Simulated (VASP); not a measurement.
Ca, 4 atoms in the cell. Symmetry: P-6m2, No. 187, hexagonal system. The conventional cell has a = 4.175 Å, b = 4.175 Å, c = 13.190 Å, α = 90.00°, β = 90.00°, γ = 120.00°. Ca (site symmetry 3m) has 12 Ca at 3.97 to 4.20 Å within 5.2 Å. Ca (site symmetry -6m2) has 12 Ca at 4.17 to 4.20 Å within 5.5 Å. Ca (site symmetry -6m2) has 12 Ca at 3.97 to 4.17 Å within 5.2 Å.  This cell differs from its parent crystal: strained and its atoms moved.

| Property | Result |
| --- | --- |
| Program | VASP 6.6.1 |
| Task | single point |
| Functional | PBE |
| Potentials or basis | VASP PAW PBE potentials, release 64 (Ca_sv) |
| Cutoff | 520 eV |
| k mesh | 12 × 12 × 4 |
| Occupations | gaussian, width 0.1 eV |
| Spin | no spin polarisation |
| Dipole correction | no |
| Further INCAR settings | ALGO = Fast; EDIFF = 1e-07; NBANDS = 28 |

Potentials or basis: VASP PAW PBE potentials, release 64 (Ca_sv).

Command:

```bash
$ cat potpaw_PBE.64/Ca_sv/POTCAR > POTCAR
$ mpirun -np 1 vasp_std > vasp.out
```

Hardware: 1 thread of Intel(R) Xeon(R) 6975P-C (Granite Rapids) (shared host).

Question: How long does it take, and how much memory?

Answer: Run time: 4.1 min on 1 thread of Intel(R) Xeon(R) 6975P-C (Granite Rapids), with other jobs on the host, peak memory 0.46 GiB. Counts: scf iterations 24, k points 57.
